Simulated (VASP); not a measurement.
# InP (F-43m) in VASP: single point with PBEsol

Aim: the single point of InP with PBEsol.

All numbers are computed with VASP 6.6.1; they aren't measurements. Logs are shortened: lines on timing, memory, paths and dates and some standing lists are left out, and cuts for length are marked.

## (1) The cell of the first run

The structure is cubic, space group F-43m (No. 216). Conventional cell: a = 5.861 Å, b = 5.861 Å, c = 5.861 Å, α = 90.00°, β = 90.00°, γ = 90.00°. In (site symmetry -43m) has 4 P at 2.54 Å within 3.3 Å. Within 3.3 Å of P (site symmetry -43m) lie 4 In at 2.54 Å.

## (2) Single point, PBEsol

The input, INCAR:

```
PREC = Accurate
ENCUT = 520
EDIFF = 1E-7
ISMEAR = 0
SIGMA = 0.01
LREAL = F
LASPH = T
NELM = 100
ALGO = Normal
ISIF = 2
LWAVE = F
LCHARG = T
GGA = PS
LELF = T
LVHAR = T
NBANDS = 16
```

The input, KPOINTS:

```
Automatic mesh
0
Gamma
  4 4 4
```

The input, POSCAR:

```
InP
1.0
    0.0000000000      2.9305000000      2.9305000000
    2.9305000000      0.0000000000      2.9305000000
    2.9305000000      2.9305000000      0.0000000000
In P
1 1
Direct
    0.0000000000      0.0000000000      0.0000000000
    0.2500000000      0.2500000000      0.2500000000
```

Potentials or basis: VASP PAW PBE potentials, release 64 (In_d, P).

On the command line:

```console
> cat potpaw_PBE.64/In_d/POTCAR potpaw_PBE.64/P/POTCAR > POTCAR
> mpirun -np 1 vasp_std > vasp.out
```

OUTCAR:

```text
PREC = Accurate
   ENCUT = 520
   EDIFF = 1E-7
   ISMEAR = 0
   LREAL = F
   LASPH = T
   NELM = 100
   ISIF = 2
   GGA = PS

 ion  position               nearest neighbor table
   1  0.000  0.000  0.000-   2 2.54   2 2.54   2 2.54   2 2.54
   2  0.250  0.250  0.250-   1 2.54   1 2.54   1 2.54   1 2.54

  LATTYP: Found a face centered cubic cell.
 ALAT       =     5.8610000000

  Lattice vectors:

 A1 = (   0.0000000000,   2.9305000000,   2.9305000000)
 A2 = (   2.9305000000,   0.0000000000,   2.9305000000)
 A3 = (   2.9305000000,   2.9305000000,   0.0000000000)

Analysis of symmetry for initial positions (statically):
=====================================================================
 Subroutine PRICEL returns:
 Original cell was already a primitive cell.

 Routine SETGRP: Setting up the symmetry group for a
 face centered cubic supercell.

 Subroutine GETGRP returns: Found 24 space group operations
 (whereof 24 operations were pure point group operations)
 out of a pool of 48 trial point group operations.

The static configuration has the point symmetry T_d .

Analysis of symmetry for dynamics (positions and initial velocities):
=====================================================================
 Subroutine PRICEL returns:
 Original cell was already a primitive cell.

 Routine SETGRP: Setting up the symmetry group for a
 face centered cubic supercell.

 Subroutine GETGRP returns: Found 24 space group operations
 (whereof 24 operations were pure point group operations)
 out of a pool of 48 trial point group operations.

The dynamic configuration has the point symmetry T_d .

 Subroutine INISYM returns: Found 24 space group operations
 (whereof 24 operations are pure point group operations),
 and found     1 'primitive' translations

----------------------------------------------------------------------------------------

                                     Primitive cell

  volume of cell :      50.3333

  direct lattice vectors                    reciprocal lattice vectors
     0.000000000  2.930500000  2.930500000    -0.170619348  0.170619348  0.170619348
     2.930500000  0.000000000  2.930500000     0.170619348 -0.170619348  0.170619348
     2.930500000  2.930500000  0.000000000     0.170619348  0.170619348 -0.170619348

  length of vectors
     4.144352845  4.144352845  4.144352845     0.295521380  0.295521380  0.295521380

  position of ions in fractional coordinates (direct lattice)
     0.000000000  0.000000000  0.000000000
     0.250000000  0.250000000  0.250000000

  ion indices of the primitive-cell ions
   primitive index   ion index
                 1           1
                 2           2

----------------------------------------------------------------------------------------

 KPOINTS: Automatic mesh

Automatic generation of k-mesh.
 Grid dimensions read from file:
 generate k-points for:    4    4    4

 Generating k-lattice:

  Cartesian coordinates                     Fractional coordinates (reciprocal lattice)
    -0.042654837  0.042654837  0.042654837     0.250000000  0.000000000  0.000000000
     0.042654837 -0.042654837  0.042654837     0.000000000  0.250000000  0.000000000
     0.042654837  0.042654837 -0.042654837     0.000000000  0.000000000  0.250000000

  Length of vectors
     0.073880345  0.073880345  0.073880345

  Shift w.r.t. Gamma in fractional coordinates (k-lattice)
     0.000000000  0.000000000  0.000000000

 Subroutine IBZKPT returns following result:
 ===========================================

 Found      8 irreducible k-points:

 Following reciprocal coordinates:
            Coordinates               Weight
  0.000000  0.000000  0.000000      1.000000
  0.250000  0.000000  0.000000      8.000000
  0.500000  0.000000  0.000000      4.000000
  0.250000  0.250000  0.000000      6.000000
  0.500000  0.250000  0.000000     24.000000
 -0.250000  0.250000  0.000000     12.000000
  0.500000  0.500000  0.000000      3.000000
 -0.250000  0.500000  0.250000      6.000000
   k-points           NKPTS =      8   k-points in BZ     NKDIM =      8   number of bands    NBANDS=     16
   number of dos      NEDOS =    301   number of ions     NIONS =      2
   total plane-waves  NPLWV =  32768
   dimension x,y,z NGX =    32 NGY =   32 NGZ =   32
   dimension x,y,z NGXF=    64 NGYF=   64 NGZF=   64
   ions per type =               1   1
   NGX,Y,Z   is equivalent  to a cutoff of  12.84, 12.84, 12.84 a.u.
   NGXF,Y,Z  is equivalent  to a cutoff of  25.67, 25.67, 25.67 a.u.
 SYSTEM =  unknown system
   PREC   = accura    normal or accurate (medium, high low for compatibility)
   ISTART =      0    job   : 0-new  1-cont  2-samecut
   ICHARG =      2    charge: 1-file 2-atom 10-const
   ISPIN  =      1    spin polarized calculation?
   LNONCOLLINEAR =      F non collinear calculations
   LSORBIT =      F    spin-orbit coupling
   LASPH  =      T    aspherical Exc in radial PAW
   ENCUT  =  520.0 eV  38.22 Ry    6.18 a.u.   7.71  7.71  7.71*2*pi/ulx,y,z
   NELM   =    100;   NELMIN=  2; NELMDL= -5     # of ELM steps
   EDIFF  = 0.1E-06   stopping-criterion for ELM
   LREAL  =      F    real-space projection
   EDIFFG = 0.1E-05   stopping-criterion for IOM
   NSW    =      0    number of steps for IOM
   IBRION =     -1    ionic relax: 0-MD 1-quasi-New 2-CG
   NFREE  =      0    steps in history (QN), initial steepest desc. (CG)
   ISIF   =      2    stress and relaxation
   ISYM   =      2    0-nonsym 1-usesym 2-fastsym
   POTIM  = 0.5000    time-step for ionic-motion
   TEBEG  =    0.0;   TEEND  =   0.0 temperature during run
   PSTRESS=    0.0 pullay stress
   NELECT =      18.0000    total number of electrons
   NUPDOWN=      -1.0000    fix difference up-down
   EMIN   =  10.00;   EMAX   =-10.00  energy-range for DOS
   EFERMI =   0.00;   METHOD = LEGACY
   ISMEAR =     0;   SIGMA  =   0.01  broadening in eV -4-tet -1-fermi 0-gaus
   EFERMI_NEDOS =   21; number of points for ismear=-14 and -15
   IALGO  =     38    algorithm
   IMIX   =      4    mixing-type and parameters
     AMIX     =   0.40;   BMIX     =  1.00
     AMIX_MAG =   1.60;   BMIX_MAG =  1.00
  volume/ion in A,a.u.               =      25.17       169.83
  Fermi-wavevector in a.u.,A,eV,Ry     =   1.162021  2.195901 18.371846  1.350293
  Thomas-Fermi vector in A             =   2.298587
   LORBIT       =      0    0 simple, 1 ext, 2 COOP (PROOUT), +10 PAW based schemes
   GGA     = PS    functional components
   LHFCALC =     F    Hartree Fock is set to
   AEXX    =    0.0000 exact exchange contribution
   IVDW    =     0    specifies the selected vdW correction
   LEPSILON=     F    determine dielectric tensor
   LRPA    =     F    only Hartree local field effects (RPA)
 non-spin polarized calculation
 Gauss-broadening in eV      SIGMA  =   0.01
  energy-cutoff  :      520.00
  volume of cell :       50.33
 maximum number of plane-waves:      1380
 NGX is ok and might be reduce to    32
   NGX = 15   NGY = 15   NGZ = 15

 number of electron      18.0000005 magnetization

 Free energy of the ion-electron system (eV)
  ---------------------------------------------------
  ext. energy  EPLUGINS =         0.00000000
  ---------------------------------------------------
  free energy    TOTEN  =        -9.03768549 eV

  energy without entropy =       -9.03768549  energy(sigma->0) =       -9.03768549

 E-fermi :   5.1817     XC(G=0):  -9.4611

 val. band max:        5.1393222772   @ k =   0.0000   0.0000   0.0000
 cond. band min:       5.7375548838   @ k =   0.0000   0.0000   0.0000
 fundamental gap:      0.5982326066
 Fermi energy:         5.1817161478

 k-point     1 :       0.0000    0.0000    0.0000
  band No.  band energies     occupation
      1      -9.0608      2.00000
      2      -9.0608      2.00000
      3      -9.0608      2.00000
      4      -8.9086      2.00000
      5      -8.9086      2.00000
      6      -6.4156      2.00000
      7       5.1393      2.00000
      8       5.1393      2.00000
      9       5.1393      2.00000
     10       5.7376      0.00000
     11       9.1209      0.00000
     12       9.1209      0.00000
     13       9.1209      0.00000
     14      13.4694      0.00000
     15      14.5436      0.00000
     16      14.5436      0.00000

 k-point     2 :       0.2500    0.0000    0.0000
  band No.  band energies     occupation
      1      -9.1229      2.00000
      2      -9.0372      2.00000
      3      -9.0372      2.00000
      4      -8.9059      2.00000
      5      -8.9059      2.00000
      6      -5.7311      2.00000
      7       1.6366      2.00000
      8       4.5681      2.00000
      9       4.5681      2.00000
     10       6.8205      0.00000
     11       9.8309      0.00000
     12       9.8309      0.00000
     13      10.3541      0.00000
     14      13.6338      0.00000
     15      13.6338      0.00000
     16      14.0490      0.00000

 k-point     3 :       0.5000    0.0000    0.0000
  band No.  band energies     occupation
      1      -9.1796      2.00000
      2      -9.0217      2.00000
      3      -9.0217      2.00000
      4      -8.8947      2.00000
      5      -8.8947      2.00000
      6      -4.6605      2.00000
      7      -0.6860      2.00000
      8       4.1474      2.00000
      9       4.1474      2.00000
     10       6.5160      0.00000
     11       9.8430      0.00000
     12       9.8430      0.00000
     13      12.0671      0.00000
     14      14.4418      0.00000
     15      15.7277      0.00000
     16      15.7277      0.00000

 k-point     4 :       0.2500    0.2500    0.0000
  band No.  band energies     occupation
      1      -9.1629      2.00000
      2      -9.0091      2.00000
      3      -9.0091      2.00000
      4      -8.9326      2.00000
      5      -8.8908      2.00000
      6      -5.5064      2.00000
      7       1.7516      2.00000
      8       3.6960      2.00000
      9       3.6960      2.00000
     10       7.4804      0.00000
     11       8.1747      0.00000
     12      11.4400      0.00000
     13      11.4400      0.00000
     14      11.9401      0.00000
     15      15.0856      0.00000
     16      17.0538      0.00000

 k-point     5 :       0.5000    0.2500    0.0000
  band No.  band energies     occupation
      1      -9.2025      2.00000
      2      -8.9986      2.00000
      3      -8.9856      2.00000
      4      -8.9293      2.00000
      5      -8.8870      2.00000
      6      -4.3984      2.00000
      7      -0.2646      2.00000
      8       2.3589      2.00000
      9       3.3628      2.00000
     10       7.5633      0.00000
     11       9.4356      0.00000
     12      11.2003      0.00000
     13      11.7234      0.00000
     14      14.4695      0.00000
     15      15.8656      0.00000
     16      17.0507      0.00000

 k-point     6 :      -0.2500    0.2500    0.0000
  band No.  band energies     occupation
      1      -9.1736      2.00000
      2      -9.0149      2.00000
      3      -9.0066      2.00000
      4      -8.9100      2.00000
      5      -8.9035      2.00000
      6      -4.7976      2.00000
      7       0.3025      2.00000
      8       2.2437      2.00000
      9       4.0902      2.00000
     10       8.0445      0.00000
     11      10.0872      0.00000
     12      10.6042      0.00000
     13      10.6911      0.00000
     14      13.1377      0.00000
     15      15.3987      0.00000
     16      16.9233      0.00000

 k-point     7 :       0.5000    0.5000    0.0000
  band No.  band energies     occupation
      1      -9.2458      2.00000
      2      -8.9614      2.00000
      3      -8.9549      2.00000
      4      -8.9549      2.00000
      5      -8.8729      2.00000
      6      -3.9910      2.00000
      7      -0.7046      2.00000
      8       2.7732      2.00000
      9       2.7732      2.00000
     10       6.7376      0.00000
     11       7.2796      0.00000
     12      14.2332      0.00000
     13      14.6472      0.00000
     14      14.6472      0.00000
     15      15.8867      0.00000
     16      16.8934      0.00000

 k-point     8 :      -0.2500    0.5000    0.2500
  band No.  band energies     occupation
      1      -9.2116      2.00000
      2      -9.0005      2.00000
      3      -8.9640      2.00000
      4      -8.9295      2.00000
      5      -8.8934      2.00000
      6      -3.9079      2.00000
      7      -0.5521      2.00000
      8       2.1213      2.00000
      9       2.1536      2.00000
     10       9.3157      0.00000
     11       9.4657      0.00000
     12      10.5811      0.00000
     13      11.2046      0.00000
     14      15.2194      0.00000
     15      16.4076      0.00000
     16      17.0391      0.00000

------------------------ aborting loop because EDIFF is reached ----------------------------------------

  FORCE on cell =-STRESS in cart. coord.  units (eV):
  Direction    XX          YY          ZZ          XY          YZ          ZX
  --------------------------------------------------------------------------------------
  -------------------------------------------------------------------------------------
  Total        0.2480786      0.2480786      0.2480786      0.0000000      0.0000000      0.0000000
  in kB        7.8966826      7.8966826      7.8966826      0.0000000      0.0000000      0.0000000
  external PRESSURE =       7.8966826 kB  Pullay stress =       0.0000000 kB

 VOLUME and BASIS-vectors are now :
 -----------------------------------------------------------------------------
  energy-cutoff  :      520.00
  volume of cell :       50.33
      direct lattice vectors                 reciprocal lattice vectors
     0.000000000  2.930500000  2.930500000    -0.170619348  0.170619348  0.170619348
     2.930500000  0.000000000  2.930500000     0.170619348 -0.170619348  0.170619348
     2.930500000  2.930500000  0.000000000     0.170619348  0.170619348 -0.170619348

 POSITION                                       TOTAL-FORCE (eV/Angst)
 -----------------------------------------------------------------------------------
      0.00000      0.00000      0.00000        -0.000000     -0.000000      0.000000
      1.46525      1.46525      1.46525         0.000000      0.000000     -0.000000
 -----------------------------------------------------------------------------------
    total drift:                               -0.000000     -0.000000      0.000000

  FREE ENERGIE OF THE ION-ELECTRON SYSTEM (eV)
  ---------------------------------------------------
  free  energy   TOTEN  =        -9.0376854895 eV

  energy  without entropy=       -9.0376854895  energy(sigma->0) =       -9.03768549
```

Wall time 5.1 s (1 thread of AMD EPYC 9R45 (Zen 5), shared host); peak memory 0.14 GiB.

Results:

- Free energy: -9.0377 eV
- Pressure: 0.8 GPa
- Band gap on the k mesh: 0.60 eV, direct

Caveat: the k points lie up to 0.46 Å⁻¹ apart; the PAW data sets were made with another functional, which shifts forces and pressure a little; spin-orbit coupling is left out, which moves the levels of the heavy elements.
